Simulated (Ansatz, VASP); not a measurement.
# One calculation of LiF, two programs

```
CELL_PARAMETERS angstrom
0.00000 2.14461 2.14461
2.14461 0.00000 2.14461
2.14461 2.14461 0.00000
ATOMIC_POSITIONS crystal
Li 0.00000 0.00000 0.00000
F 0.25000 0.25000 0.25000
```

Alike in both runs: task single point; functional r2SCAN; k mesh 8 × 8 × 8; no spin polarisation.

|  | VASP | Ansatz |
| --- | --- | --- |
| version | VASP 6.6.1 | Ansatz 0.2.0 |
| potentials or method | VASP PAW PBE potentials, release 64 (Li_sv, F) | plane waves, PAW |
| plane-wave cutoff (eV) | 520 | 500 |
| occupations | gaussian, width 0.01 eV | fixed |
| valence electrons in the cell | 10 | 10 |

|  | VASP | Ansatz | Ansatz less VASP |
| --- | --- | --- | --- |
| gap on the k mesh at the Fermi level (eV) | 8.76 | 8.66 | -0.096 |

VASP's potentials were made for PBE, not for r2SCAN.

Noted on VASP's run: the cutoff is short for stress, so the pressure is rough.
